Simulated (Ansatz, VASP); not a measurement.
**Two plane-wave programs on BaS**

```
CELL_PARAMETERS angstrom
0.00000 3.48985 3.48985
3.48985 0.00000 3.48985
3.48985 3.48985 0.00000
ATOMIC_POSITIONS crystal
Ba 0.00000 0.00000 0.00000
S 0.25000 0.25000 0.25000
```

Change from the starting cell: hydrostatic strain -0.8%.

Alike in both runs: task single point; functional HSE06; k mesh 4 × 4 × 4; no spin polarisation.

```csv
,VASP,Ansatz
version,VASP 6.6.1,Ansatz 0.2.0
potentials or method,"VASP PAW PBE potentials, release 64 (Ba_sv, S)","plane waves, PAW"
plane-wave cutoff (eV),520,420
occupations,"gaussian, width 0.01 eV",fixed
valence electrons in the cell,16,16
```

Ansatz gave:

| Item | Value |
| --- | --- |
| gap on the k mesh at the Fermi level (eV) | 3.68 |
| pressure (GPa) | 0.5 |

**Question.** Estimate VASP's values.

**Answer.** gap on the k mesh at the Fermi level (eV): 3.69; pressure (GPa): 0.9.

Ansatz's warnings: stress exchange threshold loose, stress scf threshold loose.

Spin-orbit coupling is off throughout.
